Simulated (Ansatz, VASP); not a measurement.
**One calculation of Be, two programs**

```xyz
4
Lattice="3.8323 0.0000 0.0000 0.0000 3.8323 0.0000 0.0000 0.0000 2.3333" Properties=species:S:1:pos:R:3 pbc="T T T"
Be    1.1397    1.1397    0.0000
Be    2.6925    2.6925    0.0000
Be    0.7764    3.0559    1.1667
Be    3.0559    0.7764    1.1667
```

Alike in both runs: task single point; functional PBE; k mesh 6 × 6 × 10; occupations fermi-dirac, width 0.1 eV; no spin polarisation.

|  | VASP | Ansatz |
| --- | --- | --- |
| version | VASP 6.6.1 | Ansatz 0.2.0 |
| potentials or method | VASP PAW PBE potentials, release 64 (Be), cutoff 520 eV | plane waves, PAW |
| valence electrons in the cell | 8 | 8 |

|  | VASP | Ansatz | Ansatz less VASP |
| --- | --- | --- | --- |
| pressure (GPa) | -7.1 | -7.2 | -0.11 |
| traceless stress, the component that is largest in VASP (GPa) | 0.80 | 0.80 | +0.001 |

The functional is the same, so the differences come from potentials, cutoffs and numerics.
